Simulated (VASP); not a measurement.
Write the native input for VASP 6.6.1 that does the following.

```yaml
Task: single point
Functional: PBE
Potentials_or_basis: VASP PAW PBE potentials, release 64 (Al, N)
Cutoff: 520 eV
k_mesh: 10 × 10 × 10
Occupations: gaussian, width 0.016 eV
Spin: no spin polarisation
Dipole_correction: no
Further_INCAR_settings: ALGO = Normal; EDIFF = 1e-06; NBANDS = 11
```

The structure of AlN lies in POSCAR:

```
AlN
1.0
    0.0000000000      2.1839935596      2.1839935596
    2.1839935596      0.0000000000      2.1839935596
    2.1839935596      2.1839935596      0.0000000000
Al N
1 1
Direct
    0.0000000000      0.0000000000      0.0000000000
    0.2500000000      0.2500000000      0.2500000000
```

These files were run (other wordings do the same):

INCAR

```
SYSTEM = AlN
PREC     = Accurate       ! precision mode
ENCUT    = 520            ! plane-wave cutoff, eV
EDIFF    = 1E-6           ! SCF threshold, eV
ISMEAR   = 0              ! smearing method
SIGMA    = 0.016          ! smearing width, eV
LREAL    = .FALSE.        ! projectors in reciprocal space
LASPH    = .TRUE.         ! aspherical terms in the spheres
NELM     = 80             ! most SCF steps
ALGO     = Normal         ! electronic algorithm
ISIF     = 2              ! what is computed and relaxed
LWAVE    = .FALSE.        ! write WAVECAR
LCHARG   = .FALSE.        ! write CHGCAR
GGA      = PE             ! functional
NBANDS   = 11             ! bands
```

KPOINTS

```
regular mesh
0
G
  10 10 10
  0 0 0
```

Potentials or basis: VASP PAW PBE potentials, release 64 (Al, N).

The run is started by

```sh
$ cat potpaw_PBE.64/Al/POTCAR potpaw_PBE.64/N/POTCAR > POTCAR
$ mpirun -np 1 vasp_std > vasp.out
```

It gave:

| Property | Result |
| --- | --- |
| Pressure | 4.6 GPa |
| Band gap on the k mesh | 3.32 eV, indirect (least direct gap 4.20 eV) |

Run time: 9.5 s on 1 thread of AMD EPYC 7R13 Processor (Zen 3) (shared host), peak memory 0.1 GiB.
